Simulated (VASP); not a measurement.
The system is SiTe5.

```
Si Te
1.0
     8.26122    0.00000    0.00000
     0.00000    8.26122    0.00000
     0.00000    0.00000    3.02911
Si Te
1 5
Cartesian
  4.1306 4.1306 0.0000
  6.0195 6.0195 1.5146
  2.2417 2.2417 1.5146
  2.2417 6.0195 1.5146
  6.0195 2.2417 1.5146
  0.0000 0.0000 1.5146
```

The cell was generated, and may not be a known phase.

| Quantity | Value |
| --- | --- |
| Program | VASP 6.6.1 |
| Task | relaxation of cell and atoms |
| Functional | PBE |
| Potentials or basis | VASP PAW PBE potentials, release 64 (Si, Te) |
| Cutoff | 600 eV |
| k mesh | 6 × 6 × 12 |
| Occupations | gaussian, width 0.1 eV |
| Spin | no spin polarisation |

At the start: pressure -0.2 GPa; volume 34.46 Å³/atom.

Q: Where does the relaxation end?

A: Over 10 steps the energy falls by 2.6 meV/atom and the volume is 34.10 Å³/atom (-1.0 %); space group P4/mmm (No. 123, to 0.1 Å) before and after.

Step by step:
| step | energy change (eV) | largest force (eV/Å) | pressure (GPa) | volume (Å³) |
| --- | --- | --- | --- | --- |
| 1 | 0.0000 | 0.1424 | -0.17 | 206.73 |
| 2 | -0.0090 | 0.0950 | -0.09 | 205.63 |
| 3 | -0.0150 | 0.0013 | 0.14 | 203.49 |
| 4 | -0.0154 | 0.0226 | 0.08 | 204.02 |
| 5 | -0.0155 | 0.0180 | 0.09 | 203.92 |
| 6 | -0.0155 | 0.0155 | 0.09 | 203.87 |
| 7 | -0.0156 | 0.0119 | -0.04 | 204.54 |
| 8 | -0.0156 | 0.0126 | -0.01 | 204.34 |
| 9 | -0.0158 | 0.0102 | 0.00 | 204.47 |
| 10 | -0.0158 | 0.0079 | -0.01 | 204.62 |

Final structure:
```cif
data_structure
_symmetry_space_group_name_H-M 'P 1'
_symmetry_Int_Tables_number 1
_cell_length_a 8.1827
_cell_length_b 8.1827
_cell_length_c 3.0560
_cell_angle_alpha 90.000
_cell_angle_beta 90.000
_cell_angle_gamma 90.000
_cell_volume 204.62
loop_
_atom_site_label
_atom_site_type_symbol
_atom_site_fract_x
_atom_site_fract_y
_atom_site_fract_z
_atom_site_occupancy
Si1 Si 0.50000 0.50000 0.00000 1
Te1 Te 0.72678 0.72678 0.50000 1
Te2 Te 0.27322 0.27322 0.50000 1
Te3 Te 0.27322 0.72678 0.50000 1
Te4 Te 0.72678 0.27322 0.50000 1
Te5 Te 0.00000 0.00000 0.50000 1
```

Caveat: the highest band is partly filled, so the run has too few bands.
